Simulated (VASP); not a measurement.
# In3Se (P4mm) in VASP: a series of runs

The runs below take In3Se through relaxation of cell and atoms, single point, with PBE.

Everything below comes from runs of VASP 6.6.1. Logs are shortened: lines on timing, memory, paths and dates and some standing lists are left out, and cuts for length are marked.

## Step 1: The cell of the first run

Symmetry: P4mm, No. 99, tetragonal system. The conventional cell has a = 4.399 Å, b = 4.399 Å, c = 5.158 Å, α = 90.00°, β = 90.00°, γ = 90.00°. In (site symmetry 2mm) has 2 In at 2.28 Å and 2 Se at 2.37 Å within 3.0 Å. In (site symmetry 4mm) has 4 In at 2.28 Å within 3.0 Å. Se (site symmetry 4mm) has 4 In at 2.37 Å within 3.1 Å.

## Step 2: Relaxation of cell and atoms, PBE

File INCAR:

```
PREC = Accurate ; ENCUT = 600
EDIFF = 1E-6 ; ISMEAR = 0
SIGMA = 0.1 ; LREAL = F
LASPH = T ; NELM = 80
ALGO = Normal ; ISIF = 3
LWAVE = F ; LCHARG = F
GGA = PE ; IBRION = 2
NSW = 90 ; EDIFFG = -0.04
```

File KPOINTS:

```
regular mesh
0
Gamma
  4 4 4
```

File POSCAR:

```
In3Se
1.0
    4.3991924800      0.0000000000      0.0000000000
    0.0000000000      4.3991924800      0.0000000000
    0.0000000000      0.0000000000      5.1577101500
In Se
3 1
Direct
    0.5000000000      0.0000000000      0.4887736300
    0.0000000000      0.5000000000      0.4887736300
    0.0000000000      0.0000000000      0.3695424000
    0.5000000000      0.5000000000      0.3187552900
```

Potentials or basis: VASP PAW PBE potentials, release 64 (In_d, Se).

The run is started by

```
$ cat potpaw_PBE.64/In_d/POTCAR potpaw_PBE.64/Se/POTCAR > POTCAR
$ mpirun -np 1 vasp_std > vasp.out
```

OUTCAR:

```text
PREC = Accurate
   ENCUT = 600
   EDIFF = 1E-6
   ISMEAR = 0
   LREAL = F
   LASPH = T
   NELM = 80
   ISIF = 3
   GGA = PE
   IBRION = 2
   NSW = 90
   EDIFFG = -0.04

 ion  position               nearest neighbor table
   1  0.500  0.000  0.489-   3 2.28   3 2.28   4 2.37   4 2.37   2 3.11   2 3.11   2 3.11   2 3.11

   2  0.000  0.500  0.489-   3 2.28   3 2.28   4 2.37   4 2.37   1 3.11   1 3.11   1 3.11   1 3.11

   3  0.000  0.000  0.370-   1 2.28   2 2.28   2 2.28   1 2.28   4 3.12   4 3.12   4 3.12   4 3.12

   4  0.500  0.500  0.319-   1 2.37   2 2.37   1 2.37   2 2.37   3 3.12   3 3.12   3 3.12   3 3.12

  LATTYP: Found a simple tetragonal cell.
 ALAT       =     4.3991924800
 C/A-ratio  =     1.1724220237

  Lattice vectors:

 A1 = (   4.3991924800,   0.0000000000,   0.0000000000)
 A2 = (   0.0000000000,   4.3991924800,   0.0000000000)
 A3 = (   0.0000000000,   0.0000000000,   5.1577101500)

Analysis of symmetry for initial positions (statically):
=====================================================================
 Subroutine PRICEL returns:
 Original cell was already a primitive cell.

 Routine SETGRP: Setting up the symmetry group for a
 simple tetragonal supercell.

 Subroutine GETGRP returns: Found  8 space group operations
 (whereof  8 operations were pure point group operations)
 out of a pool of 16 trial point group operations.

The static configuration has the point symmetry C_4v.

Analysis of symmetry for dynamics (positions and initial velocities):
=====================================================================
 Subroutine PRICEL returns:
 Original cell was already a primitive cell.

 Routine SETGRP: Setting up the symmetry group for a
 simple tetragonal supercell.

 Subroutine GETGRP returns: Found  8 space group operations
 (whereof  8 operations were pure point group operations)
 out of a pool of 16 trial point group operations.

The dynamic configuration has the point symmetry C_4v.

 Subroutine INISYM returns: Found  8 space group operations
 (whereof  8 operations are pure point group operations),
 and found     1 'primitive' translations

----------------------------------------------------------------------------------------

                                     Primitive cell

  volume of cell :      99.8166

  direct lattice vectors                    reciprocal lattice vectors
     4.399192480  0.000000000  0.000000000     0.227314446  0.000000000  0.000000000
     0.000000000  4.399192480  0.000000000     0.000000000  0.227314446  0.000000000
     0.000000000  0.000000000  5.157710150     0.000000000  0.000000000  0.193884490

  length of vectors
     4.399192480  4.399192480  5.157710150     0.227314446  0.227314446  0.193884490

  position of ions in fractional coordinates (direct lattice)
     0.500000000  0.000000000  0.488773630
     0.000000000  0.500000000  0.488773630
     0.000000000  0.000000000  0.369542400
     0.500000000  0.500000000  0.318755290

  ion indices of the primitive-cell ions
   primitive index   ion index
                 1           1
                 2           2
                 3           3
                 4           4

----------------------------------------------------------------------------------------

 KPOINTS: regular mesh

Automatic generation of k-mesh.
 Grid dimensions read from file:
 generate k-points for:    4    4    4

 Generating k-lattice:

  Cartesian coordinates                     Fractional coordinates (reciprocal lattice)
     0.056828611  0.000000000  0.000000000     0.250000000  0.000000000  0.000000000
     0.000000000  0.056828611  0.000000000     0.000000000  0.250000000  0.000000000
     0.000000000  0.000000000  0.048471122     0.000000000  0.000000000  0.250000000

  Length of vectors
     0.056828611  0.056828611  0.048471122

  Shift w.r.t. Gamma in fractional coordinates (k-lattice)
     0.000000000  0.000000000  0.000000000

 Subroutine IBZKPT returns following result:
 ===========================================

 Found     18 irreducible k-points:

 Following reciprocal coordinates:
            Coordinates               Weight
  0.000000  0.000000  0.000000      1.000000
  0.250000  0.000000  0.000000      4.000000
  0.500000  0.000000  0.000000      2.000000
  0.250000  0.250000  0.000000      4.000000
  0.500000  0.250000  0.000000      4.000000
  0.500000  0.500000  0.000000      1.000000
[... 10 lines left out ...]
  0.500000  0.250000  0.500000      4.000000
  0.500000  0.500000  0.500000      1.000000
   k-points           NKPTS =     18   k-points in BZ     NKDIM =     18   number of bands    NBANDS=     27
   number of dos      NEDOS =    301   number of ions     NIONS =      4
   total plane-waves  NPLWV =  54432
   dimension x,y,z NGX =    36 NGY =   36 NGZ =   42
   dimension x,y,z NGXF=    72 NGYF=   72 NGZF=   84
   ions per type =               3   1
   NGX,Y,Z   is equivalent  to a cutoff of  13.60, 13.60, 13.54 a.u.
   NGXF,Y,Z  is equivalent  to a cutoff of  27.21, 27.21, 27.08 a.u.
 SYSTEM =  unknown system
   PREC   = accura    normal or accurate (medium, high low for compatibility)
   ISTART =      0    job   : 0-new  1-cont  2-samecut
   ICHARG =      2    charge: 1-file 2-atom 10-const
   ISPIN  =      1    spin polarized calculation?
   LNONCOLLINEAR =      F non collinear calculations
   LSORBIT =      F    spin-orbit coupling
   LASPH  =      T    aspherical Exc in radial PAW
   ENCUT  =  600.0 eV  44.10 Ry    6.64 a.u.   8.79  8.79 10.30*2*pi/ulx,y,z
   NELM   =     80;   NELMIN=  2; NELMDL= -5     # of ELM steps
   EDIFF  = 0.1E-05   stopping-criterion for ELM
   LREAL  =      F    real-space projection
   EDIFFG = -.4E-01   stopping-criterion for IOM
   NSW    =     90    number of steps for IOM
   IBRION =      2    ionic relax: 0-MD 1-quasi-New 2-CG
   NFREE  =      1    steps in history (QN), initial steepest desc. (CG)
   ISIF   =      3    stress and relaxation
   ISYM   =      2    0-nonsym 1-usesym 2-fastsym
   POTIM  = 0.5000    time-step for ionic-motion
   TEBEG  =    0.0;   TEEND  =   0.0 temperature during run
   PSTRESS=    0.0 pullay stress
   NELECT =      45.0000    total number of electrons
   NUPDOWN=      -1.0000    fix difference up-down
   EMIN   =  10.00;   EMAX   =-10.00  energy-range for DOS
   EFERMI =   0.00;   METHOD = LEGACY
   ISMEAR =     0;   SIGMA  =   0.10  broadening in eV -4-tet -1-fermi 0-gaus
   EFERMI_NEDOS =   21; number of points for ismear=-14 and -15
   IALGO  =     38    algorithm
   IMIX   =      4    mixing-type and parameters
     AMIX     =   0.40;   BMIX     =  1.00
     AMIX_MAG =   1.60;   BMIX_MAG =  1.00
  volume/ion in A,a.u.               =      24.95       168.40
  Fermi-wavevector in a.u.,A,eV,Ry     =   1.255292  2.372158 21.439485  1.575758
  Thomas-Fermi vector in A             =   2.389056
   LORBIT       =      0    0 simple, 1 ext, 2 COOP (PROOUT), +10 PAW based schemes
   GGA     = PE    functional components
   LHFCALC =     F    Hartree Fock is set to
   AEXX    =    0.0000 exact exchange contribution
   IVDW    =     0    specifies the selected vdW correction
   LEPSILON=     F    determine dielectric tensor
   LRPA    =     F    only Hartree local field effects (RPA)
 conjugate gradient relaxation of ions
 non-spin polarized calculation
 Gauss-broadening in eV      SIGMA  =   0.10
  energy-cutoff  :      600.00
  volume of cell :       99.82
 maximum number of plane-waves:      3381
 NGX is ok and might be reduce to    36
   NGX = 17   NGY = 17   NGZ = 21

--------------------------------------- Ionic step        1  -------------------------------------------

 number of electron      44.9999981 magnetization

 Free energy of the ion-electron system (eV)
  ---------------------------------------------------
  ext. energy  EPLUGINS =         0.00000000
  ---------------------------------------------------
  free energy    TOTEN  =         0.89956798 eV

  energy without entropy =        0.91326679  energy(sigma->0) =        0.90641738

------------------------ aborting loop because EDIFF is reached ----------------------------------------

  FORCE on cell =-STRESS in cart. coord.  units (eV):
  Direction    XX          YY          ZZ          XY          YZ          ZX
  --------------------------------------------------------------------------------------
  -------------------------------------------------------------------------------------
  Total       57.9602574     57.9602574      9.5510530      0.0000000      0.0000000      0.0000000
  in kB      930.3321457    930.3321457    153.3059387      0.0000000      0.0000000      0.0000000
  external PRESSURE =     671.3234100 kB  Pullay stress =       0.0000000 kB
[... 63 lines left out ...]
--------------------------------------- Ionic step        3  -------------------------------------------

 number of electron      44.9999928 magnetization

 E-fermi :  -0.2512     XC(G=0):  -5.8660

 val. band max:       -0.2792942744   @ k =   0.0000   0.0000   0.0000
 cond. band min:      -0.2325965014   @ k =   0.2500   0.0000   0.2500
 fundamental gap:      0.0466977730
 Fermi energy:        -0.2512145724

 k-point     1 :       0.0000    0.0000    0.0000
  band No.  band energies     occupation
      1     -15.3493      2.00000
      2     -15.3374      2.00000
      3     -15.3374      2.00000
      4     -15.3195      2.00000
      5     -15.3032      2.00000
      6     -15.0878      2.00000
[... 560 lines left out ...]
  FREE ENERGIE OF THE ION-ELECTRON SYSTEM (eV)
  ---------------------------------------------------
  free  energy   TOTEN  =        -7.6907522309 eV

  energy  without entropy=       -7.6608823850  energy(sigma->0) =       -7.67581731

 E-fermi :   4.4820     XC(G=0):  -9.0424

 val. band max:        4.4483416557   @ k =   0.5000   0.2500   0.5000
 cond. band min:       4.5149277357   @ k =   0.0000   0.0000   0.0000
 fundamental gap:      0.0665860800
 Fermi energy:         4.4820470799

 k-point     1 :       0.0000    0.0000    0.0000
  band No.  band energies     occupation
      1     -10.4568      2.00000
      2     -10.2569      2.00000
      3     -10.2453      2.00000
      4     -10.1158      2.00000
      5     -10.1158      2.00000
      6     -10.0002      2.00000
[... 529 lines left out ...]
     26       8.1574      0.00000
     27       9.4606      0.00000

 E-fermi :   7.0251     XC(G=0): -10.2649

 val. band max:        6.8889570731   @ k =   0.5000   0.0000   0.2500
 cond. band min:       7.1717127882   @ k =   0.5000   0.2500   0.0000
 fundamental gap:      0.2827557151
 Fermi energy:         7.0251186978

 k-point     1 :       0.0000    0.0000    0.0000
  band No.  band energies     occupation
      1      -8.1204      2.00000
      2      -8.0589      2.00000
      3      -7.8866      2.00000
      4      -7.8582      2.00000
      5      -7.7887      2.00000
      6      -7.7646      2.00000
[... 529 lines left out ...]
     26      11.1750      0.00000
     27      12.5811      0.00000

[... ionic steps 4 to 39 ...]

--------------------------------------- Ionic step       40  -------------------------------------------

 number of electron      45.0000063 magnetization

------------------------ aborting loop because EDIFF is reached ----------------------------------------
[... 71 lines left out ...]
--------------------------------------- Ionic step       42  -------------------------------------------

 number of electron      45.0000061 magnetization

 Free energy of the ion-electron system (eV)
  ---------------------------------------------------
  ext. energy  EPLUGINS =         0.00000000
  ---------------------------------------------------
  free energy    TOTEN  =       -11.91684175 eV

  energy without entropy =      -11.90962136  energy(sigma->0) =      -11.91323156

 E-fermi :   6.2513     XC(G=0):  -9.9644

 val. band max:        6.1757948915   @ k =   0.2500   0.2500   0.5000
 cond. band min:       6.3350257431   @ k =   0.2500   0.2500   0.5000
 fundamental gap:      0.1592308516
 Fermi energy:         6.2513423709

 k-point     1 :       0.0000    0.0000    0.0000
  band No.  band energies     occupation
      1      -8.6685      2.00000
      2      -8.5237      2.00000
      3      -8.4651      2.00000
      4      -8.4201      2.00000
      5      -8.3772      2.00000
      6      -8.3449      2.00000
[... 560 lines left out ...]
  FREE ENERGIE OF THE ION-ELECTRON SYSTEM (eV)
  ---------------------------------------------------
  free  energy   TOTEN  =       -11.9168417458 eV

  energy  without entropy=      -11.9096213649  energy(sigma->0) =      -11.91323156

 reached required accuracy - stopping structural energy minimisation
```

It took 15 min on 1 thread of Intel Xeon 6975P-C (Granite Rapids), shared host; peak memory 0.26 GiB.

Results:

```
Free energy                            : -11.9168 eV
Relaxed volume                         : 26.13 Å³/atom
Relaxed cell                           : a = 5.847 Å, b = 5.847 Å, c = 3.058 Å, α = 90.00°, β = 90.00°, γ = 90.00°
Space group after relaxing (to 0.05 Å) : P4mm (No. 99)
Energy gained by relaxing              : 3204.1 meV/atom
Ionic steps                            : 42
Pressure after relaxing                : -0.2 GPa
Largest force after relaxing           : 0.022 eV/Å
```

Forces in eV/Å, atoms in the order of the input:
```
In   0.000  0.000  0.010
In   0.000  0.000  0.010
In   0.000  0.000 -0.022
Se   0.000  0.000  0.003
```

Step by step:
```csv
step,energy change (eV),largest force (eV/Å),pressure (GPa),volume (Å³)
1,0.0000,7.0925,67.13,99.82
3,-8.5903,0.5792,-3.11,284.55
5,-11.2598,0.1788,-0.49,168.98
7,-11.2712,0.2261,-0.02,164.37
9,-11.4233,0.2462,-0.21,149.75
11,-11.9189,0.4087,12.88,89.07
13,-12.0640,0.3922,2.25,107.27
15,-12.3804,0.3884,6.44,95.43
17,-12.5961,0.2128,0.65,105.09
19,-12.6000,0.1887,-0.07,106.88
21,-12.6041,0.1951,-0.11,106.89
23,-12.6218,0.2215,-0.23,106.93
25,-12.6787,0.2582,-0.70,107.06
27,-12.6977,0.1915,-0.81,107.12
29,-12.7016,0.1815,-0.85,107.06
31,-12.7176,0.1421,-0.74,106.76
33,-12.7539,0.0615,-0.35,105.60
35,-12.7615,0.0338,-0.09,105.07
37,-12.7633,0.0105,0.03,104.81
39,-12.8143,0.0248,-0.30,104.90
41,-12.8158,0.0237,-0.33,104.91
42,-12.8164,0.0221,-0.18,104.54
```

Final structure:
```
CELL_PARAMETERS angstrom
5.84708 0.00000 0.00000
0.00000 5.84708 0.00000
0.00000 0.00000 3.05764
ATOMIC_POSITIONS crystal
In 0.50000 0.00000 0.55781
In 0.00000 0.50000 0.55781
In 0.00000 0.00000 0.02344
Se 0.50000 0.50000 0.52678
```

Levels at points of the mesh, in eV from the Fermi level:
```tsv
k point	band 21	band 22	band 23	band 24	band 25	band 26
(0.00, 0.00, 0.00)	-2.20	-1.42	-1.42	1.81	4.03	5.90
(0.50, 0.00, 0.00)	-2.35	-0.59	1.07	1.88	3.95	4.42
(0.50, 0.50, 0.00)	-0.85	0.89	1.94	2.24	2.48	3.25
(0.00, 0.00, 0.50)	-2.59	-1.50	-0.40	1.74	2.02	2.02
(0.50, 0.00, 0.50)	-1.92	-1.12	-1.11	0.59	1.96	2.07
(0.50, 0.50, 0.50)	-2.47	-1.91	-1.91	1.57	1.57	3.78
```

Caveat: spin-orbit coupling is left out, which moves the levels of the heavy elements.

## Step 3: Single point, PBE

This run uses another cell than the first one, of 27.84 Å³/atom, 1.116 times its volume.

File INCAR:

```
SYSTEM = In3Se
ALGO = Normal
EDIFF = 1E-7
ENCUT = 520
GGA = PE
ISIF = 2
ISMEAR = 0
LASPH = .True.
LCHARG = .False.
LREAL = .False.
LWAVE = .False.
NBANDS = 30
NELM = 80
PREC = Accurate
SIGMA = 0.1
```

File KPOINTS:

```
k-points
0
Gamma
  10 10 10
  0 0 0
```

File POSCAR:

```
In3Se
1.0
    4.8888107619      0.0000000000      0.0000000000
    0.0000000000      4.8888107619      0.0000000000
    0.0000000000      0.0000000000      4.6601550193
In Se
3 1
Direct
    0.5000000000      0.0000000000      0.6480932970
    0.0000000000      0.5000000000      0.6480932970
    0.0000000000      0.0000000000      0.1297292941
    0.5000000000      0.5000000000      0.2399290620
```

Potentials or basis: VASP PAW PBE potentials, release 64 (In_d, Se).

The run is started by

```
$ cat potpaw_PBE.64/In_d/POTCAR potpaw_PBE.64/Se/POTCAR > POTCAR
$ mpirun -np 1 vasp_std > vasp.out
```

Wall time 2.6 min (1 thread of Intel Xeon 6975P-C (Granite Rapids), shared host); peak memory 0.44 GiB.

Results (log left out):

| Property | Result |
| --- | --- |
| Free energy | -11.7000 eV |
| Pressure | 0.0 GPa |
| Largest force | 0.005 eV/Å |

Forces on the atoms (eV/Å):
```
In   0.000  0.000  0.002
In   0.000  0.000  0.002
In   0.000  0.000  0.001
Se   0.000  0.000 -0.005
```

Levels at points of the mesh, in eV from the Fermi level:
```tsv
k point	band 19	band 20	band 21	band 22	band 23	band 24	band 25	band 26
(0.00, 0.00, 0.00)	-3.45	-3.19	-2.51	-1.59	1.08	1.08	1.15	4.14
(0.50, 0.00, 0.00)	-2.73	-2.33	-2.02	-0.97	-0.29	0.73	1.55	3.45
(0.50, 0.50, 0.00)	-5.76	-2.23	-0.48	-0.48	0.01	1.78	2.08	2.08
(0.00, 0.00, 0.50)	-2.65	-2.65	-1.90	-1.21	0.05	0.05	1.28	3.55
(0.50, 0.00, 0.50)	-5.53	-2.25	-1.15	-0.83	-0.61	1.20	1.72	1.79
(0.50, 0.50, 0.50)	-4.31	-4.12	-3.62	-3.62	-3.15	2.81	2.81	3.54
```

Caveat: spin-orbit coupling is left out, which moves the levels of the heavy elements.
